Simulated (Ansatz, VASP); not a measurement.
**C in VASP and in Ansatz**

INCAR

```
SYSTEM = C
ALGO = Normal
EDIFF = 1E-6
EDIFFG = -0.01
ENCUT = 600
IBRION = 2
ISIF = 3
ISMEAR = 0
LASPH = .TRUE.
LCHARG = .FALSE.
LREAL = Auto
LWAVE = .FALSE.
NELM = 100
NSW = 100
PREC = Accurate
SIGMA = 0.05
```

The input KPOINTS:

```
k-points
0
G
  6 6 4
  0 0 0
```

File POSCAR:

```
C
1.0
   -2.4103983044      2.4103983044      2.4103983044
    2.4103983044     -2.4103983044      2.4103983044
    4.8207966088      4.8207966088      0.0000000000
C
16
Direct
    0.3257413454      0.0009160421     -0.0001495852
    0.8257413454      0.5009160421      0.4998504148
    0.3375347189      0.3381804999      0.3371148726
    0.8332105413      0.8235238256      0.8395082357
    0.0002702611      0.3263871264     -0.0001495852
    0.5002702611      0.8263871264      0.4998504148
    0.8375347189      0.8381804999      0.1625859570
    0.3375347189      0.3381804999      0.6625859570
    0.0002702611      0.6754449578     -0.0001495852
    0.5002702611      0.1754449578      0.4998504148
    0.1630058033      0.1636515843      0.1625859570
    0.6630058033      0.6636515843      0.6625859570
    0.6747991768      0.0009160421     -0.0001495852
    0.1747991768      0.5009160421      0.4998504148
    0.6630058033      0.6636515843      0.3371148726
    0.1630058033      0.1636515843      0.8371148726
```

Input for Ansatz:

```yaml
crystal:
  lattice:
    - [-2.4103983044, 2.4103983044, 2.4103983044]
    - [2.4103983044, -2.4103983044, 2.4103983044]
    - [4.8207966088, 4.8207966088, 0.0]
  atoms:
    - { symbol: C, position: [0.3257413454, 0.0009160421, -0.0001495852] }
    - { symbol: C, position: [0.8257413454, 0.5009160421, 0.4998504148] }
    - { symbol: C, position: [0.3375347189, 0.3381804999, 0.3371148726] }
    - { symbol: C, position: [0.8332105413, 0.8235238256, 0.8395082357] }
    - { symbol: C, position: [0.0002702611, 0.3263871264, -0.0001495852] }
    - { symbol: C, position: [0.5002702611, 0.8263871264, 0.4998504148] }
    - { symbol: C, position: [0.8375347189, 0.8381804999, 0.162585957] }
    - { symbol: C, position: [0.3375347189, 0.3381804999, 0.662585957] }
    - { symbol: C, position: [0.0002702611, 0.6754449578, -0.0001495852] }
    - { symbol: C, position: [0.5002702611, 0.1754449578, 0.4998504148] }
    - { symbol: C, position: [0.1630058033, 0.1636515843, 0.162585957] }
    - { symbol: C, position: [0.6630058033, 0.6636515843, 0.662585957] }
    - { symbol: C, position: [0.6747991768, 0.0009160421, -0.0001495852] }
    - { symbol: C, position: [0.1747991768, 0.5009160421, 0.4998504148] }
    - { symbol: C, position: [0.6630058033, 0.6636515843, 0.3371148726] }
    - { symbol: C, position: [0.1630058033, 0.1636515843, 0.8371148726] }
basis:
  ecutwfc: 420
kpoints:
  mp_grid: { grid: [6, 6, 4] }
hamiltonian:
  xc: lda
scf:
  occupations: { method: gaussian, width: 0.05 }
output:
  forces: true
  stress: true
  eigenvalues: true
relax:
  adjacent_minimum: "off"
  f_tol: 0.01
  max_steps: 80
  cell: { stress_tol: 0.1 }
```

Change from the starting cell: atom 4 moved 0.06 Å; relaxed back.

Alike in both runs: task relaxation of cell and atoms; functional LDA; k mesh 6 × 6 × 4; occupations gaussian, width 0.05 eV; no spin polarisation.

|  | VASP | Ansatz |
| --- | --- | --- |
| version | VASP 6.6.1 | Ansatz 0.2.0 |
| potentials or method | VASP PAW LDA potentials, release 64 (C), cutoff 600 eV | scalar-relativistic, plane waves, PAW |
| valence electrons in the cell | 64 | 64 |

VASP gave:

| Item | Value |
| --- | --- |
| gap on the k mesh at the Fermi level, each at its own relaxed structure (eV) | 2.89 |
| relaxed volume (Å³/atom) | 7.01 |
| relaxed length of the cell vector where the two differ most in proportion (Å) | 4.177 |

**Question.** Estimate Ansatz's values.

**Answer.** gap on the k mesh at the Fermi level, each at its own relaxed structure (eV): 2.91; relaxed volume (Å³/atom): 7.00; relaxed length of the cell vector where the two differ most in proportion (Å): 4.175.

LDA's correlation is that of Perdew and Zunger in VASP and of Perdew and Wang (1992) in Ansatz.
